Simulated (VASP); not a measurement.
Crystal: TlGaSe3.

```
Tl Ga Se
1.0
     4.93234    0.00000    0.00000
     0.00000    4.93234    0.00000
     0.00000    0.00000    4.93234
Tl Ga Se
1 1 3
Cartesian
  2.4662 2.4662 2.4662
  0.0000 0.0000 0.0000
  2.4662 0.0000 0.0000
  0.0000 2.4662 0.0000
  0.0000 0.0000 2.4662
```

```yaml
Program: VASP 6.6.1
Task: relaxation of cell and atoms
Functional: PBE
Potentials_or_basis: VASP PAW PBE potentials, release 64 (Tl_d, Ga_d, Se)
Cutoff: 600 eV
k_mesh: 4 × 4 × 4
Occupations: gaussian, width 0.1 eV
Spin: no spin polarisation
```

At the start: pressure 5.7 GPa; volume 24.00 Å³/atom.

Q: Where does the relaxation end?

A: Over 3 steps the energy falls by 44.5 meV/atom and the volume is 26.74 Å³/atom (+11.4 %); space group Pm-3m (No. 221, to 0.1 Å) before and after.

Step by step:
| step | energy change (eV) | largest force (eV/Å) | pressure (GPa) | volume (Å³) |
| --- | --- | --- | --- | --- |
| 1 | 0.0000 | 0.0000 | 5.75 | 119.99 |
| 2 | -0.2196 | 0.0000 | -0.53 | 135.57 |
| 3 | -0.2227 | 0.0000 | 0.02 | 133.71 |

Final structure:
```
Tl Ga Se
1.0
     5.11355    0.00000    0.00000
     0.00000    5.11355    0.00000
     0.00000    0.00000    5.11355
Tl Ga Se
1 1 3
Cartesian
  2.5568 2.5568 2.5568
  0.0000 0.0000 0.0000
  2.5568 0.0000 0.0000
  0.0000 2.5568 0.0000
  0.0000 0.0000 2.5568
```
